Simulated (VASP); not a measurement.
Runs of VASP 6.6.1 on SiC (rocksalt type). The structure is that of space group Fm-3m (No. 225), or close to it. The cells are those of the table. 

```csv
cell,gap on the mesh (eV),pressure (GPa)
"a = 2.848 Å, angles 60.0°, 2 atoms",none,0.0
"a = 2.644 Å, angles 60.0°, 2 atoms",1.26,(b)
"a = 2.455 Å, angles 60.0°, 2 atoms",0.32,(a)
"a = 2.334 Å, angles 60.0°, 2 atoms",none,534.7
```

Alike in all rows: task single point; level r2SCAN; potentials or basis VASP PAW PBE potentials, release 64 (Si, C); no spin polarisation; k mesh 17 × 17 × 17; cutoff (eV) 660; smearing fermi-dirac 0.1 eV.

Task: Fill in the values left out.

Result: (a) 301.3; (b) 97.2.

Caveats: the PAW data sets were made with another functional, which shifts forces and pressure a little.

A k mesh can miss the band edges.

A gap of «none» marks levels without a gap at the run's occupations.
